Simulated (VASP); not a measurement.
Crystal: GdO.

```
CELL_PARAMETERS angstrom
3.11330 0.00000 0.00000
-1.55665 2.69620 0.00000
0.00000 0.00000 3.03843
ATOMIC_POSITIONS crystal
Gd 0.00000 0.00000 0.00000
O 0.66667 0.33333 0.50000
```

Base run:

```yaml
Program: VASP 6.6.1
Functional: PBE
Potentials_or_basis: VASP PAW PBE potentials, release 64 (Gd, O)
Cutoff: 520 eV
k_mesh: 10 × 10 × 9
Occupations: fermi-dirac, width 0.05 eV
Spin: collinear spin, ferromagnetic start
Starting_moments: "[7.0, 0.0] μB"
```

Its results: pressure 31.7 GPa; net moment 7.18 μB per cell; site moments Gd +6.83; O -0.02 μB.

The run is repeated on the same cell with these changes: k mesh from 10 × 10 × 9 to 6 × 6 × 5. What comes out?

Pressure 33.1 GPa; net moment 7.47 μB per cell; site moments Gd +6.98; O -0.01 μB.

Caveats: some runs use coarse meshes; a cell with one magnetic atom can't hold antiferromagnetic order, which such compounds often take.
